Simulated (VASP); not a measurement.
# Mn2C (Fm-3m) in VASP: a series of runs

The runs below take Mn2C through single point, relaxation of cell and atoms, with PBE.

All numbers are computed with VASP 6.6.1; they aren't measurements. Logs are shortened: lines on timing, memory, paths and dates and some standing lists are left out, and cuts for length are marked.

**1. The cell of the first run**

It takes space group Fm-3m (No. 225, cubic). Conventional cell: a = 4.905 Å, b = 4.905 Å, c = 4.905 Å, α = 90.00°, β = 90.00°, γ = 90.00°. Mn (site symmetry -43m) has 4 C at 2.12 Å and 6 Mn at 2.45 Å within 2.8 Å. C (site symmetry m-3m) has 8 Mn at 2.12 Å within 2.8 Å.

The cell was generated, and may not be a known phase.

**2. Single point, PBE, collinear spin, ferromagnetic start**

INCAR

```
PREC = Accurate ; ENCUT = 600
EDIFF = 1E-6 ; ISMEAR = 0
SIGMA = 0.1 ; LREAL = F
LASPH = T ; NELM = 200
ALGO = Normal ; ISIF = 2
LWAVE = F ; LCHARG = F
ISPIN = 2 ; MAGMOM = 4 4 0
LORBIT = 11 ; LMAXMIX = 4
GGA = PE ; NBANDS = 26
GGA_COMPAT = F
```

KPOINTS

```
Automatic mesh
0
Gamma
  6 6 6
```

POSCAR

```
Mn2C
1.0
    0.0000000000      2.4524867569      2.4524867569
    2.4524867569      0.0000000000      2.4524867569
    2.4524867569      2.4524867569      0.0000000000
Mn C
2 1
Direct
    0.2500000000      0.2500000000      0.2500000000
    0.7500000000      0.7500000000      0.7500000000
    0.0000000000      0.0000000000      0.0000000000
```

Potentials or basis: VASP PAW PBE potentials, release 64 (Mn_pv, C).

On the command line:

```
> cat potpaw_PBE.64/Mn_pv/POTCAR potpaw_PBE.64/C/POTCAR > POTCAR
> mpirun -np 1 vasp_std > vasp.out
```

OUTCAR:

```text
PREC = Accurate
   ENCUT = 600
   EDIFF = 1E-6
   ISMEAR = 0
   LREAL = F
   LASPH = T
   NELM = 200
   ISIF = 2
   ISPIN = 2
   LORBIT = 11
   GGA = PE

 ion  position               nearest neighbor table
   1  0.250  0.250  0.250-   3 2.12   3 2.12   3 2.12   3 2.12   2 2.45   2 2.45   2 2.45   2 2.45
                             2 2.45   2 2.45
   2  0.750  0.750  0.750-   3 2.12   3 2.12   3 2.12   3 2.12   1 2.45   1 2.45   1 2.45   1 2.45
                             1 2.45   1 2.45
   3  0.000  0.000  0.000-   2 2.12   2 2.12   2 2.12   1 2.12   2 2.12   1 2.12   1 2.12   1 2.12

  LATTYP: Found a face centered cubic cell.
 ALAT       =     4.9049735138

  Lattice vectors:

 A1 = (   0.0000000000,   2.4524867569,   2.4524867569)
 A2 = (   2.4524867569,   0.0000000000,   2.4524867569)
 A3 = (   2.4524867569,   2.4524867569,   0.0000000000)

Analysis of symmetry for initial positions (statically):
=====================================================================
 Subroutine PRICEL returns:
 Original cell was already a primitive cell.

 Routine SETGRP: Setting up the symmetry group for a
 face centered cubic supercell.

 Subroutine GETGRP returns: Found 48 space group operations
 (whereof 48 operations were pure point group operations)
 out of a pool of 48 trial point group operations.

The static configuration has the point symmetry O_h .

Analysis of symmetry for dynamics (positions and initial velocities):
=====================================================================
 Subroutine PRICEL returns:
 Original cell was already a primitive cell.

 Routine SETGRP: Setting up the symmetry group for a
 face centered cubic supercell.

 Subroutine GETGRP returns: Found 48 space group operations
 (whereof 48 operations were pure point group operations)
 out of a pool of 48 trial point group operations.

The dynamic configuration has the point symmetry O_h .

Analysis of structural, dynamic, and magnetic symmetry:
=====================================================================
 Subroutine PRICEL returns:
 Original cell was already a primitive cell.

 Routine SETGRP: Setting up the symmetry group for a
 face centered cubic supercell.

 Subroutine GETGRP returns: Found 48 space group operations
 (whereof 48 operations were pure point group operations)
 out of a pool of 48 trial point group operations.

The overall configuration has the point symmetry O_h .

 Subroutine INISYM returns: Found 48 space group operations
 (whereof 48 operations are pure point group operations),
 and found     1 'primitive' translations

----------------------------------------------------------------------------------------

                                     Primitive cell

  volume of cell :      29.5019

  direct lattice vectors                    reciprocal lattice vectors
     0.000000000  2.452486757  2.452486757    -0.203874699  0.203874699  0.203874699
     2.452486757  0.000000000  2.452486757     0.203874699 -0.203874699  0.203874699
     2.452486757  2.452486757  0.000000000     0.203874699  0.203874699 -0.203874699

  length of vectors
     3.468340033  3.468340033  3.468340033     0.353121337  0.353121337  0.353121337

  position of ions in fractional coordinates (direct lattice)
     0.250000000  0.250000000  0.250000000
     0.750000000  0.750000000  0.750000000
     0.000000000  0.000000000  0.000000000

  ion indices of the primitive-cell ions
   primitive index   ion index
                 1           1
                 2           2
                 3           3

----------------------------------------------------------------------------------------

 KPOINTS: Automatic mesh

Automatic generation of k-mesh.
 Grid dimensions read from file:
 generate k-points for:    6    6    6

 Generating k-lattice:

  Cartesian coordinates                     Fractional coordinates (reciprocal lattice)
    -0.033979117  0.033979117  0.033979117     0.166666667  0.000000000  0.000000000
     0.033979117 -0.033979117  0.033979117     0.000000000  0.166666667  0.000000000
     0.033979117  0.033979117 -0.033979117     0.000000000  0.000000000  0.166666667

  Length of vectors
     0.058853556  0.058853556  0.058853556

  Shift w.r.t. Gamma in fractional coordinates (k-lattice)
     0.000000000  0.000000000  0.000000000

 Subroutine IBZKPT returns following result:
 ===========================================

 Found     16 irreducible k-points:

 Following reciprocal coordinates:
            Coordinates               Weight
  0.000000  0.000000  0.000000      1.000000
  0.166667  0.000000  0.000000      8.000000
  0.333333  0.000000  0.000000      8.000000
  0.500000  0.000000  0.000000      4.000000
  0.166667  0.166667  0.000000      6.000000
  0.333333  0.166667  0.000000     24.000000
[... 8 lines left out ...]
 -0.333333  0.333333  0.166667     24.000000
 -0.333333  0.500000  0.166667     12.000000
[... 89 lines left out ...]
      1     -39.4715      1.00000
      2     -39.4670      1.00000
      3     -39.4670      1.00000
      4     -39.1805      1.00000
      5     -39.1755      1.00000
      6     -39.1755      1.00000
[... 18 lines left out ...]
     25      24.7146      0.00000
     26      24.7146      0.00000

 k-point     3 :       0.3333    0.0000    0.0000
  band No.  band energies     occupation
      1     -39.4220      1.00000
      2     -39.4083      1.00000
      3     -39.4083      1.00000
      4     -39.2546      1.00000
      5     -39.2400      1.00000
      6     -39.2400      1.00000
[... 340 lines left out ...]
 k-point    15 :      -0.3333    0.3333    0.1667
  band No.  band energies     occupation
      1     -39.5496      1.00000
      2     -39.5431      1.00000
      3     -39.3311      1.00000
      4     -39.3310      1.00000
      5     -39.1234      1.00000
      6     -39.1212      1.00000
[... 18 lines left out ...]
     25      25.5366      0.00000
     26      25.8943      0.00000

 k-point    16 :      -0.3333    0.5000    0.1667
  band No.  band energies     occupation
      1     -39.5961      1.00000
      2     -39.5635      1.00000
      3     -39.4397      1.00000
      4     -39.2208      1.00000
      5     -39.1001      1.00000
      6     -39.0806      1.00000
[... 18 lines left out ...]
     25      24.2398      0.00000
     26      27.8127      0.00000
 Fermi energy:         9.8157965618

 spin component 2

 k-point     1 :       0.0000    0.0000    0.0000
  band No.  band energies     occupation
      1     -37.1660      1.00000
      2     -37.1660      1.00000
      3     -37.1660      1.00000
      4     -36.8018      1.00000
      5     -36.8018      1.00000
      6     -36.8018      1.00000
[... 18 lines left out ...]
     25      26.3173      0.00000
     26      26.3173      0.00000

 k-point     2 :       0.1667    0.0000    0.0000
  band No.  band energies     occupation
      1     -37.1486      1.00000
      2     -37.1434      1.00000
      3     -37.1434      1.00000
      4     -36.8339      1.00000
      5     -36.8279      1.00000
      6     -36.8279      1.00000
[... 18 lines left out ...]
     25      25.6002      0.00000
     26      25.6002      0.00000

 k-point     3 :       0.3333    0.0000    0.0000
  band No.  band energies     occupation
      1     -37.0962      1.00000
      2     -37.0801      1.00000
      3     -37.0801      1.00000
      4     -36.9153      1.00000
      5     -36.8979      1.00000
      6     -36.8979      1.00000
[... 340 lines left out ...]
 k-point    15 :      -0.3333    0.3333    0.1667
  band No.  band energies     occupation
      1     -37.2355      1.00000
      2     -37.2270      1.00000
      3     -36.9972      1.00000
      4     -36.9971      1.00000
      5     -36.7722      1.00000
      6     -36.7693      1.00000
[... 18 lines left out ...]
     25      26.3873      0.00000
     26      26.6396      0.00000

 k-point    16 :      -0.3333    0.5000    0.1667
  band No.  band energies     occupation
      1     -37.2859      1.00000
      2     -37.2493      1.00000
      3     -37.1149      1.00000
      4     -36.8775      1.00000
      5     -36.7466      1.00000
      6     -36.7258      1.00000
[... 18 lines left out ...]
     25      24.9326      0.00000
     26      28.5238      0.00000

------------------------ aborting loop because EDIFF is reached ----------------------------------------

  FORCE on cell =-STRESS in cart. coord.  units (eV):
  Direction    XX          YY          ZZ          XY          YZ          ZX
  --------------------------------------------------------------------------------------
  -------------------------------------------------------------------------------------
  Total        0.0279219      0.0279219      0.0279219      0.0000000      0.0000000      0.0000000
  in kB        1.5163698      1.5163698      1.5163698      0.0000000      0.0000000      0.0000000
  external PRESSURE =       1.5163698 kB  Pullay stress =       0.0000000 kB

 VOLUME and BASIS-vectors are now :
 -----------------------------------------------------------------------------
  energy-cutoff  :      600.00
  volume of cell :       29.50
      direct lattice vectors                 reciprocal lattice vectors
     0.000000000  2.452486757  2.452486757    -0.203874699  0.203874699  0.203874699
     2.452486757  0.000000000  2.452486757     0.203874699 -0.203874699  0.203874699
     2.452486757  2.452486757  0.000000000     0.203874699  0.203874699 -0.203874699

 POSITION                                       TOTAL-FORCE (eV/Angst)
 -----------------------------------------------------------------------------------
      1.22624      1.22624      1.22624        -0.000000     -0.000000     -0.000000
      3.67873      3.67873      3.67873         0.000000      0.000000      0.000000
      0.00000      0.00000      0.00000         0.000000     -0.000000     -0.000000
 -----------------------------------------------------------------------------------
    total drift:                                0.000000      0.000000      0.000000

  FREE ENERGIE OF THE ION-ELECTRON SYSTEM (eV)
  ---------------------------------------------------
  free  energy   TOTEN  =       -26.7376432119 eV

  energy  without entropy=      -26.7349836330  energy(sigma->0) =      -26.73631342

 total charge

# of ion       s       p       d       tot
------------------------------------------
    1        0.341   6.375   5.240  11.956
    2        0.341   6.375   5.240  11.956
    3        0.847   1.476   0.000   2.322
--------------------------------------------------
tot          1.530  14.226  10.480  26.235

 magnetization (x)

# of ion       s       p       d       tot
------------------------------------------
    1        0.016   0.032   2.142   2.189
    2        0.016   0.032   2.142   2.189
    3       -0.013  -0.127   0.000  -0.141
--------------------------------------------------
tot          0.018  -0.064   4.284   4.238
```

Run time: 40 s. Hardware: 1 thread of Oxide Virtual Turin-like, shared host; peak memory 0.14 GiB.

What came out:

```yaml
Free_energy: -26.7376 eV
Pressure: 0.2 GPa
Net_moment: 4.34 μB per cell
Site_moments: Mn +2.19; C -0.14 μB
Valence_electrons_inside_the_program's_atomic_spheres: Mn 11.96; C 2.32
```

Caveat: the k points lie up to 0.37 Å⁻¹ apart.

**3. Single point, PBE, collinear spin, ferromagnetic start**

This run uses another cell than the first one, of 12.99 Å³/atom.

INCAR

```
SYSTEM = Mn2C
PREC = Accurate
ENCUT = 600
EDIFF = 1E-6
ISMEAR = 0
SIGMA = 0.1
LREAL = .False.
LASPH = .True.
NELM = 200
ALGO = Normal
ISIF = 2
LWAVE = .False.
LCHARG = .False.
ISPIN = 2
MAGMOM = 4 4 0
LORBIT = 11
LMAXMIX = 4
GGA = PE
NBANDS = 26
GGA_COMPAT = .False.
```

KPOINTS

```
regular mesh
0
Gamma
  6 6 6
  0 0 0
```

POSCAR

```
Mn2C
1.0
    0.0000000000      2.6909572000      2.6909572000
    2.6909572000      0.0000000000      2.6909572000
    2.6909572000      2.6909572000      0.0000000000
Mn C
2 1
Direct
    0.2500000000      0.2500000000      0.2500000000
    0.7500000000      0.7500000000      0.7500000000
    0.0000000000      0.0000000000      0.0000000000
```

Potentials or basis: VASP PAW PBE potentials, release 64 (Mn_pv, C).

On the command line:

```
> cat potpaw_PBE.64/Mn_pv/POTCAR potpaw_PBE.64/C/POTCAR > POTCAR
> mpirun -np 1 vasp_std > vasp.out
```

Wall time 44 s (1 thread of Oxide Virtual Turin-like, shared host); peak memory 0.16 GiB.

The run converged. Its results:

* Free energy: -25.3909 eV
* Pressure: -34.2 GPa
* Net moment: 5.24 μB per cell
* Site moments: Mn +2.68; C -0.20 μB
* Valence electrons inside the program's atomic spheres: Mn 11.54; C 2.16

Levels at points of the mesh, in eV from the Fermi level:
Spin up:
```tsv
k point	band 14	band 15	band 16	band 17	band 18	band 19	band 20	band 21	band 22	band 23
(0.00, 0.00, 0.00)	-0.75	-0.75	0.38	0.38	1.01	2.63	2.63	2.63	7.27	7.27
(0.50, 0.00, 0.00)	-1.50	-1.50	-1.45	-1.45	-1.03	2.16	2.16	3.75	6.71	8.56
(0.50, 0.50, 0.00)	-1.46	-1.46	-0.66	-0.63	-0.63	0.33	0.82	4.12	7.02	8.65
```
Spin down:
| k point | band 10 | band 11 | band 12 | band 13 | band 14 | band 15 |
| --- | --- | --- | --- | --- | --- | --- |
| (0.00, 0.00, 0.00) | -3.42 | -1.31 | -1.30 | 1.17 | 2.35 | 2.35 |
| (0.50, 0.00, 0.00) | -2.96 | -0.06 | -0.06 | 0.69 | 0.72 | 0.72 |
| (0.50, 0.50, 0.00) | -2.59 | -1.46 | -0.81 | -0.78 | 1.47 | 1.47 |

Caveat: the cell stands under tension.

**4. Relaxation of cell and atoms, PBE, collinear spin, ferromagnetic start**

This run uses another cell than the first one, of 12.99 Å³/atom.

INCAR

```
SYSTEM = Mn2C
PREC     = Accurate       ! precision mode
ENCUT    = 600            ! plane-wave cutoff, eV
EDIFF    = 1E-7           ! SCF threshold, eV
ISMEAR   = 0              ! smearing method
SIGMA    = 0.1            ! smearing width, eV
LREAL    = .False.        ! projectors in reciprocal space
LASPH    = .True.         ! aspherical terms in the spheres
NELM     = 200            ! most SCF steps
ALGO     = Normal         ! electronic algorithm
ISIF     = 3              ! what is computed and relaxed
LWAVE    = .False.        ! write WAVECAR
LCHARG   = .False.        ! write CHGCAR
ISPIN    = 2              ! spin polarisation
MAGMOM   = 4 4 0          ! initial moments
LORBIT   = 11             ! projections on sites
LMAXMIX  = 4              ! l up to which the mixer works
GGA      = PE             ! functional
IBRION   = 2              ! ionic algorithm
NSW      = 90             ! ionic steps
EDIFFG   = -0.04          ! ionic threshold
GGA_COMPAT= .False.      
NELMIN   = 4
```

KPOINTS

```
Automatic mesh
0
Gamma
  6 6 6
  0 0 0
```

POSCAR is that of step 3.

On the command line:

```
> cat potpaw_PBE.64/Mn_pv/POTCAR potpaw_PBE.64/C/POTCAR > POTCAR
> mpirun -np 1 vasp_std > vasp.out
```

Run time: 4.5 min. Hardware: 1 thread of Oxide Virtual Turin-like, shared host; peak memory 0.17 GiB.

It converged, with:

- Free energy: -26.7497 eV
- Relaxed volume: 9.84 Å³/atom
- Relaxed cell: a = 3.469 Å, b = 3.469 Å, c = 3.469 Å, α = 60.00°, β = 60.00°, γ = 60.00°
- Space group after relaxing (to 0.1 Å): Fm-3m (No. 225)
- Energy gained by relaxing: 453.0 meV/atom
- Ionic steps: 6
- Pressure after relaxing: 0.0 GPa
- Net moment: -4.34 μB per cell
- Site moments: Mn -2.19; C +0.14 μB
- Valence electrons inside the program's atomic spheres: Mn 11.96; C 2.32

Step by step:
| step | energy change (eV) | largest force (eV/Å) | pressure (GPa) | volume (Å³) |
| --- | --- | --- | --- | --- |
| 1 | 0.0000 | 0.0000 | -34.15 | 38.97 |
| 2 | -0.7428 | 0.0000 | 31.71 | 25.35 |
| 3 | -1.3577 | 0.0000 | -1.83 | 29.74 |
| 4 | -1.3587 | 0.0000 | 0.71 | 29.45 |
| 5 | -1.3586 | 0.0000 | -0.82 | 29.62 |
| 6 | -1.3589 | 0.0000 | 0.01 | 29.53 |

Final structure:
```
Mn C
1.0
     0.00000    2.45321    2.45321
     2.45321    0.00000    2.45321
     2.45321    2.45321    0.00000
Mn C
2 1
Direct
  0.25000 0.25000 0.25000
  0.75000 0.75000 0.75000
  0.00000 0.00000 0.00000
```

Levels at points of the mesh, in eV from the Fermi level:
Spin up:
| k point | band 9 | band 10 | band 11 | band 12 | band 13 | band 14 | band 15 | band 16 | band 17 | band 18 |
| --- | --- | --- | --- | --- | --- | --- | --- | --- | --- | --- |
| (0.00, 0.00, 0.00) | -5.14 | -5.14 | -2.68 | -2.68 | 2.28 | 2.34 | 2.34 | 2.34 | 2.90 | 2.90 |
| (0.50, 0.00, 0.00) | -4.26 | -4.26 | -0.87 | -0.87 | 0.02 | 0.18 | 0.18 | 0.55 | 0.55 | 1.49 |
| (0.50, 0.50, 0.00) | -3.44 | -3.44 | -2.82 | -1.94 | -1.74 | 1.05 | 1.05 | 1.46 | 1.46 | 2.53 |
Spin down:
| k point | band 14 | band 15 | band 16 | band 17 | band 18 | band 19 | band 20 | band 21 |
| --- | --- | --- | --- | --- | --- | --- | --- | --- |
| (0.00, 0.00, 0.00) | -0.33 | -0.33 | 1.24 | 1.24 | 2.11 | 3.65 | 3.65 | 3.65 |
| (0.50, 0.00, 0.00) | -1.58 | -1.58 | -1.51 | -1.51 | -0.76 | 3.24 | 3.24 | 6.04 |
| (0.50, 0.50, 0.00) | -1.46 | -1.46 | -0.54 | -0.54 | -0.18 | 1.17 | 1.69 | 5.79 |

Caveat: the volume moved by over 15 % at a fixed basis, so the end points are rough.

**5. Single point, PBE, collinear spin**

INCAR

```
SYSTEM = Mn2C
PREC = Accurate ; ENCUT = 600
EDIFF = 1E-6 ; ISMEAR = 0
SIGMA = 0.1 ; LREAL = .False.
LASPH = .True. ; NELM = 200
ALGO = Normal ; ISIF = 2
LWAVE = .False. ; LCHARG = .False.
ISPIN = 2 ; MAGMOM = 2.2 2.2 -0.17
LORBIT = 11 ; LMAXMIX = 4
GGA = PE ; NBANDS = 26
GGA_COMPAT = .False.
```

KPOINTS

```
regular mesh
0
Gamma
  16 16 16
  0 0 0
```

POSCAR

```
Mn2C
1.0
    0.0000000000      2.4532211286      2.4532211286
    2.4532211286      0.0000000000      2.4532211286
    2.4532211286      2.4532211286      0.0000000000
Mn C
2 1
Direct
    0.2500000000      0.2500000000      0.2500000000
    0.7500000000      0.7500000000      0.7500000000
    0.0000000000      0.0000000000      0.0000000000
```

On the command line:

```
> cat potpaw_PBE.64/Mn_pv/POTCAR potpaw_PBE.64/C/POTCAR > POTCAR
> mpirun -np 1 vasp_std > vasp.out
```

Wall time 5 min (1 thread of Oxide Virtual Turin-like, shared host); peak memory 0.28 GiB.

The run converged. Its results:

```
Free energy                                           : -26.7104 eV
Pressure                                              : 0.3 GPa
Net moment                                            : 4.32 μB per cell
Site moments                                          : Mn +2.18; C -0.14 μB
Valence electrons inside the program's atomic spheres : Mn 11.96; C 2.32
```

Levels at points of the mesh, in eV from the Fermi level:
Spin up:
| k point | band 14 | band 15 | band 16 | band 17 | band 18 | band 19 | band 20 | band 21 |
| --- | --- | --- | --- | --- | --- | --- | --- | --- |
| (0.00, 0.00, 0.00) | -0.27 | -0.27 | 1.31 | 1.31 | 2.17 | 3.71 | 3.71 | 3.71 |
| (0.50, 0.00, 0.00) | -1.51 | -1.51 | -1.44 | -1.44 | -0.69 | 3.30 | 3.30 | 6.10 |
| (0.50, 0.50, 0.00) | -1.39 | -1.39 | -0.47 | -0.47 | -0.11 | 1.24 | 1.76 | 5.85 |
Spin down:
```
           k point  band 10  band 11  band 12  band 13  band 14  band 15  band 16  band 17
(0.00, 0.00, 0.00)    -5.08    -2.63    -2.63     2.35     2.40     2.40     2.40     2.96
(0.50, 0.00, 0.00)    -4.20    -0.81    -0.81     0.08     0.24     0.24     0.61     0.61
(0.50, 0.50, 0.00)    -3.37    -2.76    -1.88    -1.69     1.11     1.11     1.52     1.52
```

**6. Overview**

```tsv
task	spin	cell	k mesh	gap on the mesh (eV)	pressure (GPa)	moment (μB)
single point	collinear, ferromagnetic start	a = 3.468 Å, angles 60.0°, 3 atoms	6 × 6 × 6	none	0.2	4.34
single point	collinear, ferromagnetic start	a = 3.806 Å, angles 60.0°, 3 atoms	6 × 6 × 6	none	-34.2	5.24
relaxation of cell and atoms	collinear, ferromagnetic start	relaxed from a = 3.806 Å, angles 60.0°, 3 atoms	6 × 6 × 6	none	0.0	4.34
single point	collinear	a = 3.469 Å, angles 60.0°, 3 atoms	16 × 16 × 16	none	0.3	4.32
```

Alike in all rows: level PBE; potentials or basis VASP PAW PBE potentials, release 64 (Mn_pv, C); cutoff (eV) 600; smearing gaussian 0.1 eV.

Caveats: some runs use coarse meshes; the cell stands under tension (at least some runs); the volume moved by over 15 % at a fixed basis, so the end points are rough (at least some runs).

Absolute energies hang on the potentials; compare differences alone.
